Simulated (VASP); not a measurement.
# ZnSe3 (P6_3/mmc) in VASP: notebook, part 2 of 2

VASP 6.6.1.

### Step 3. Single point, PBE

This run uses another cell than the first one, of 26.60 Å³/atom.

INCAR

```
SYSTEM = ZnSe3
PREC = Accurate ; ENCUT = 500
EDIFF = 1E-6 ; ISMEAR = 0
SIGMA = 0.1 ; LREAL = .False.
LASPH = .True. ; NELM = 120
ALGO = Normal ; ISIF = 2
LWAVE = .False. ; LCHARG = .False.
GGA = PE ; NBANDS = 40
GGA_COMPAT = .False.
```

KPOINTS

```
regular mesh
0
Gamma
  3 3 4
  0 0 0
```

POSCAR

```
ZnSe3
1.0
    7.6446595426      0.0000000035      0.0000000000
   -3.8223297744      6.6204693654      0.0000000000
    0.0000000000      0.0000000000      4.2047226495
Zn Se
2 6
Direct
    0.3333333333      0.6666666667      0.7500000000
    0.6666666667      0.3333333333      0.2500000000
    0.8481043406      0.6962086813      0.2500000000
    0.3037913187      0.1518956594      0.2500000000
    0.8481043406      0.1518956594      0.2500000000
    0.1518956594      0.3037913187      0.7500000000
    0.6962086813      0.8481043406      0.7500000000
    0.1518956594      0.8481043406      0.7500000000
```

Potentials or basis: VASP PAW PBE potentials, release 64 (Zn, Se).

Run with:

```sh
> cat potpaw_PBE.64/Zn/POTCAR potpaw_PBE.64/Se/POTCAR > POTCAR
> mpirun -np 1 vasp_std > vasp.out
```

OUTCAR:

```text
SYSTEM = ZnSe3
   PREC = Accurate
   ENCUT = 500
   EDIFF = 1E-6
   ISMEAR = 0
   LREAL = .False.
   LASPH = .True.
   NELM = 120
   ISIF = 2
   GGA = PE

 ion  position               nearest neighbor table
   1  0.333  0.667  0.750-   8 2.40   7 2.40   6 2.40
   2  0.667  0.333  0.250-   5 2.40   4 2.40   3 2.40
   3  0.848  0.696  0.250-   2 2.40
   4  0.304  0.152  0.250-   2 2.40
   5  0.848  0.152  0.250-   2 2.40
   6  0.152  0.304  0.750-   1 2.40
[... 586 lines left out ...]
  Total        0.2664889      0.2664889      0.0173246     -0.0000000      0.0000000     -0.0000000
  in kB        2.0063439      2.0063439      0.1304335     -0.0000000      0.0000000     -0.0000000
  external PRESSURE =       1.3810405 kB  Pullay stress =       0.0000000 kB

 VOLUME and BASIS-vectors are now :
 -----------------------------------------------------------------------------
  energy-cutoff  :      500.00
  volume of cell :      212.81
      direct lattice vectors                 reciprocal lattice vectors
     7.644659543  0.000000003  0.000000000     0.130810273  0.075523346  0.000000000
    -3.822329774  6.620469365  0.000000000    -0.000000000  0.151046692  0.000000000
     0.000000000  0.000000000  4.204722649     0.000000000  0.000000000  0.237827815

 POSITION                                       TOTAL-FORCE (eV/Angst)
 -----------------------------------------------------------------------------------
     -0.00000      4.41365      3.15354         0.000000     -0.000000      0.000000
      3.82233      2.20682      1.05118         0.000000     -0.000000      0.000000
      3.82233      4.60923      1.05118        -0.000000      0.035215     -0.000000
      1.74179      1.00562      1.05118        -0.030497     -0.017608      0.000000
      5.90287      1.00562      1.05118         0.030497     -0.017608     -0.000000
     -0.00000      2.01124      3.15354         0.000000     -0.035215     -0.000000
      2.08054      5.61485      3.15354         0.030497      0.017608      0.000000
     -2.08054      5.61485      3.15354        -0.030497      0.017608      0.000000
 -----------------------------------------------------------------------------------
    total drift:                                0.000000     -0.000000      0.000000

  FREE ENERGIE OF THE ION-ELECTRON SYSTEM (eV)
  ---------------------------------------------------
  free  energy   TOTEN  =       -22.3717968134 eV

  energy  without entropy=      -22.3252659319  energy(sigma->0) =      -22.34853137
```

OSZICAR:

```text
N       E                     dE             d eps       ncg     rms          rms(c)
DAV:   1     0.442485721691E+03    0.44249E+03   -0.24810E+04   720   0.141E+03
DAV:   2     0.305086261238E+02   -0.41198E+03   -0.39478E+03   784   0.322E+02
DAV:   3    -0.213280719553E+02   -0.51837E+02   -0.50545E+02   888   0.116E+02
DAV:   4    -0.229485187926E+02   -0.16204E+01   -0.15974E+01   832   0.201E+01
DAV:   5    -0.229683755382E+02   -0.19857E-01   -0.19849E-01   856   0.222E+00    0.907E+00
DAV:   6    -0.224123621235E+02    0.55601E+00   -0.17143E+00   952   0.281E+01    0.651E+00
DAV:   7    -0.223747466023E+02    0.37616E-01   -0.48482E-01   808   0.489E+00    0.231E+00
DAV:   8    -0.223705676740E+02    0.41789E-02   -0.20740E-02   824   0.956E-01    0.399E-01
DAV:   9    -0.223712852107E+02   -0.71754E-03   -0.53726E-03   864   0.460E-01    0.124E-01
DAV:  10    -0.223716835399E+02   -0.39833E-03   -0.78850E-04   784   0.227E-01    0.469E-02
DAV:  11    -0.223717657059E+02   -0.82166E-04   -0.12543E-04   840   0.135E-01    0.240E-02
DAV:  12    -0.223717946434E+02   -0.28938E-04   -0.73134E-05   768   0.714E-02    0.612E-03
DAV:  13    -0.223717958978E+02   -0.12544E-05   -0.54155E-06   840   0.182E-02    0.500E-03
DAV:  14    -0.223717968134E+02   -0.91569E-06   -0.14314E-06   584   0.575E-03
   1 F= -.22371797E+02 E0= -.22348531E+02  d E =-.465309E-01
```

stdout:

```text
POSCAR found type information on POSCAR ZnSe
 POSCAR found :  2 types and       8 ions
 scaLAPACK will be used
 LDA part: xc-table for (Slater+PW92), standard interpolation
 POSCAR, INCAR and KPOINTS ok, starting setup
 FFT: planning ... GRIDC
 FFT: planning ... GRID_SOFT
 FFT: planning ... GRID
 WAVECAR not read
 entering main loop
```

It took 54 s on 1 thread of Intel Xeon Platinum 8559C (Emerald Rapids), shared host; peak memory 0.31 GiB.

Results:

| Quantity | Value |
| --- | --- |
| Free energy | -22.3718 eV |
| Pressure | 0.1 GPa |
| Largest force | 0.035 eV/Å |
| Band gap on the k mesh | zero (bands 30 and 31 overlap by 0.46 eV) |

Forces in eV/Å, atoms in the order of the input:
```
Zn   0.000  0.000  0.000
Zn   0.000  0.000  0.000
Se   0.000  0.035  0.000
Se  -0.030 -0.018  0.000
Se   0.030 -0.018  0.000
Se   0.000 -0.035  0.000
Se   0.030  0.018  0.000
Se  -0.030  0.018  0.000
```

Caveat: the k points lie up to 0.37 Å⁻¹ apart; semilocal functionals underestimate gaps, and a narrow one can read as zero.

### Step 4. Relaxation of cell and atoms, PBE

INCAR

```
PREC = Accurate ; ENCUT = 500
EDIFF = 1E-7 ; ISMEAR = 0
SIGMA = 0.1 ; LREAL = False
LASPH = True ; NELM = 120
ALGO = Normal ; ISIF = 3
LWAVE = False ; LCHARG = False
GGA = PE ; IBRION = 2
NSW = 90 ; EDIFFG = -0.04
GGA_COMPAT = False ; NELMIN = 4
```

KPOINTS

```
Automatic mesh
0
Gamma
  3 3 4
```

POSCAR

```
ZnSe3
1.0
    6.2336664500      0.0000000000      0.0000000000
   -3.1168332300      5.3985135000      0.0000000000
    0.0000000000      0.0000000000      6.0101209100
Zn Se
2 6
Direct
    0.3333333300      0.6666666700      0.7500000000
    0.6666666700      0.3333333300      0.2500000000
    0.8652034000      0.7304067900      0.2500000000
    0.2695932100      0.1347966000      0.2500000000
    0.8652034000      0.1347966000      0.2500000000
    0.1347966000      0.2695932100      0.7500000000
    0.7304067900      0.8652034000      0.7500000000
    0.1347966000      0.8652034000      0.7500000000
```

Run with:

```sh
> cat potpaw_PBE.64/Zn/POTCAR potpaw_PBE.64/Se/POTCAR > POTCAR
> mpirun -np 1 vasp_std > vasp.out
```

Run time: 20 min. Hardware: 1 thread of Intel Xeon Platinum 8559C (Emerald Rapids), shared host; peak memory 0.35 GiB.

The run converged. Its results:

| Item | Value |
| --- | --- |
| Free energy | -22.3435 eV |
| Relaxed volume | 26.74 Å³/atom |
| Relaxed cell | a = 7.657 Å, b = 7.657 Å, c = 4.214 Å, α = 90.00°, β = 90.00°, γ = 120.00° |
| Space group after relaxing (to 0.1 Å) | P6_3/mmc (No. 194) |
| Energy gained by relaxing | 709.4 meV/atom |
| Ionic steps | 33 |
| Pressure after relaxing | -0.2 GPa |
| Largest force after relaxing | 0.007 eV/Å |
| Band gap on the k mesh | zero (bands 30 and 31 overlap by 0.44 eV) |

Forces in eV/Å, atoms in the order of the input:
```
Zn   0.000  0.000  0.000
Zn   0.000  0.000  0.000
Se   0.000 -0.007  0.000
Se   0.006  0.003  0.000
Se  -0.006  0.003  0.000
Se   0.000  0.007  0.000
Se  -0.006 -0.003  0.000
Se   0.006 -0.003  0.000
```

Step by step:
```tsv
step	energy change (eV)	largest force (eV/Å)	pressure (GPa)	volume (Å³)
1	0.0000	0.6219	17.46	202.26
2	-2.0677	0.3729	-4.33	292.09
3	-2.8524	0.2880	0.02	251.79
4	-2.8523	0.2940	-0.17	252.84
5	-2.8761	0.2153	-0.28	252.51
6	-2.9251	0.0125	-0.45	251.50
7	-2.9499	0.4915	-0.29	249.32
8	-2.9521	0.2207	-0.45	250.32
9	-2.9645	0.2298	-0.47	249.95
10	-3.0046	0.2770	-0.50	248.83
11	-3.1056	0.3923	-0.37	246.50
12	-3.5275	0.7837	0.00	241.50
13	-4.2365	1.6650	1.33	230.02
14	-4.3713	1.9582	2.30	224.57
15	-4.3814	1.9694	2.32	224.36
16	-4.4086	2.0014	2.41	223.73
17	-4.4486	2.0615	2.60	222.41
18	-4.4726	2.1765	3.04	219.51
19	-4.5231	2.1149	2.84	219.83
20	-4.6643	1.9366	2.26	220.78
21	-4.9026	1.6073	1.19	222.67
22	-5.2220	1.0473	-0.60	226.42
23	-5.3619	0.2468	-3.09	233.71
24	-5.3796	0.4106	-2.59	231.92
25	-5.4304	0.3870	-2.35	229.49
26	-5.5504	0.3030	-1.50	222.31
27	-5.6109	0.0550	0.79	208.37
28	-5.6214	0.1416	0.03	212.38
29	-5.6215	0.1340	0.10	212.00
30	-5.6305	0.1342	0.12	211.99
31	-5.6528	0.1251	0.20	211.91
32	-5.6720	0.0866	0.36	211.67
33	-5.6750	0.0067	-0.18	213.95
```

Final structure:
```
Zn Se
1.0
     7.65682    0.00000    0.00000
    -3.82841    6.63100    0.00000
     0.00000    0.00000    4.21398
Zn Se
2 6
Direct
  0.33333 0.66667 0.75000
  0.66667 0.33333 0.25000
  0.84838 0.69676 0.25000
  0.30324 0.15162 0.25000
  0.84838 0.15162 0.25000
  0.15162 0.30324 0.75000
  0.69676 0.84838 0.75000
  0.15162 0.84838 0.75000
```

Levels at points of the mesh, in eV from the Fermi level:
| k point | band 26 | band 27 | band 28 | band 29 | band 30 | band 31 | band 32 | band 33 | band 34 | band 35 |
| --- | --- | --- | --- | --- | --- | --- | --- | --- | --- | --- |
| (0.00, 0.00, 0.00) | -2.61 | -1.02 | -1.02 | -0.09 | -0.09 | 0.13 | 0.13 | 1.10 | 1.33 | 1.71 |
| (0.00, 0.00, 0.50) | -1.25 | -1.18 | -1.18 | -1.18 | -1.18 | 1.35 | 1.35 | 1.35 | 1.35 | 2.11 |

Caveat: the k points lie up to 0.37 Å⁻¹ apart in the final cell; semilocal functionals underestimate gaps, and a narrow one can read as zero; a cell axis changed by over 15 % at a fixed basis, so the end point is rough.

### Step 5. Single point, PBE

This run uses another cell than the first one, of 26.20 Å³/atom.

INCAR

```
PREC     = Accurate       # precision mode
ENCUT    = 500            # plane-wave cutoff, eV
EDIFF    = 1E-6           # SCF threshold, eV
ISMEAR   = 0              # smearing method
SIGMA    = 0.1            # smearing width, eV
LREAL    = False          # projectors in reciprocal space
LASPH    = True           # aspherical terms in the spheres
NELM     = 120            # most SCF steps
ALGO     = Normal         # electronic algorithm
ISIF     = 2              # what is computed and relaxed
LWAVE    = False          # write WAVECAR
LCHARG   = True           # write CHGCAR
GGA      = PE             # functional
LELF     = True           # ELF
LVHAR    = True         
NBANDS   = 40             # bands
GGA_COMPAT= False
```

KPOINTS

```
regular mesh
0
Gamma
  6 6 10
```

POSCAR

```
ZnSe3
1.0
    7.6689607034      0.0000000000      0.0000000000
   -3.8344803517      6.6415147898      0.0000000000
    0.0000000000      0.0000000000      4.1154334252
Zn Se
2 6
Direct
    0.3333333333      0.6666666667      0.7500000000
    0.6666666667      0.3333333333      0.2500000000
    0.8483170817      0.6966341634      0.2500000000
    0.3033658366      0.1516829183      0.2500000000
    0.8483170817      0.1516829183      0.2500000000
    0.1516829183      0.3033658366      0.7500000000
    0.6966341634      0.8483170817      0.7500000000
    0.1516829183      0.8483170817      0.7500000000
```

Run with:

```sh
> cat potpaw_PBE.64/Zn/POTCAR potpaw_PBE.64/Se/POTCAR > POTCAR
> mpirun -np 1 vasp_std > vasp.out
```

It took 3.2 min on 1 thread of Intel Xeon Platinum 8559C (Emerald Rapids), shared host; peak memory 0.44 GiB.

The run converged. Its results:

| Quantity | Value |
| --- | --- |
| Free energy | -22.7286 eV |
| Pressure | 0.1 GPa |
| Largest force | 0.027 eV/Å |
| Band gap on the k mesh | zero (bands 30 and 31 overlap by 0.61 eV) |

Forces on the atoms (eV/Å):
```
Zn   0.000  0.000  0.000
Zn   0.000  0.000  0.000
Se   0.000  0.027  0.000
Se  -0.023 -0.013  0.000
Se   0.023 -0.013  0.000
Se   0.000 -0.027  0.000
Se   0.023  0.013  0.000
Se  -0.023  0.013  0.000
```

Stress tensor (GPa, compression positive):
```
0.15 0.00 0.00
0.00 0.15 0.00
0.00 0.00 0.00
```

Levels at points of the mesh, in eV from the Fermi level:
| k point | band 28 | band 29 | band 30 | band 31 | band 32 | band 33 |
| --- | --- | --- | --- | --- | --- | --- |
| (0.00, 0.00, 0.00) | -1.13 | -0.10 | -0.10 | 0.17 | 0.17 | 1.14 |
| (0.50, 0.00, 0.00) | -0.93 | -0.50 | -0.42 | -0.03 | -0.03 | 1.57 |
| (0.00, 0.00, 0.50) | -1.28 | -1.28 | -1.28 | 1.37 | 1.37 | 1.37 |
| (0.50, 0.00, 0.50) | -1.18 | -0.59 | -0.59 | 0.78 | 0.78 | 1.85 |

Caveat: semilocal functionals underestimate gaps, and a narrow one can read as zero.

### Step 6. Summary

| task | cell | k mesh | gap on the mesh (eV) | pressure (GPa) | largest force (eV/Å) |
| --- | --- | --- | --- | --- | --- |
| single point | a = 6.234, b = 6.234, c = 6.010 Å, angles 90.0, 90.0, 120.0°, 8 atoms, atomic positions A | 3 × 3 × 4 | none | 17.5 | 0.62 |
| single point | a = 7.645, b = 7.645, c = 4.205 Å, angles 90.0, 90.0, 120.0°, 8 atoms, atomic positions B | 3 × 3 × 4 | none | 0.1 | 0.04 |
| relaxation of cell and atoms | relaxed from a = 6.234, b = 6.234, c = 6.010 Å, angles 90.0, 90.0, 120.0°, 8 atoms, atomic positions A | 3 × 3 × 4 | none | -0.2 | 0.01 |
| single point | a = 7.669, b = 7.669, c = 4.115 Å, angles 90.0, 90.0, 120.0°, 8 atoms, atomic positions C | 6 × 6 × 10 | none | 0.1 | 0.03 |

Alike in all rows: level PBE; potentials or basis VASP PAW PBE potentials, release 64 (Zn, Se); no spin polarisation; cutoff (eV) 500; smearing gaussian 0.1 eV.

Caveats: some runs use coarse meshes; semilocal functionals underestimate gaps, and a narrow one can read as zero (at least some runs); a cell axis changed by over 15 % at a fixed basis, so the end point is rough (at least some runs).

Total energies depend on the potentials used, so only differences within one code and one set of settings carry meaning.
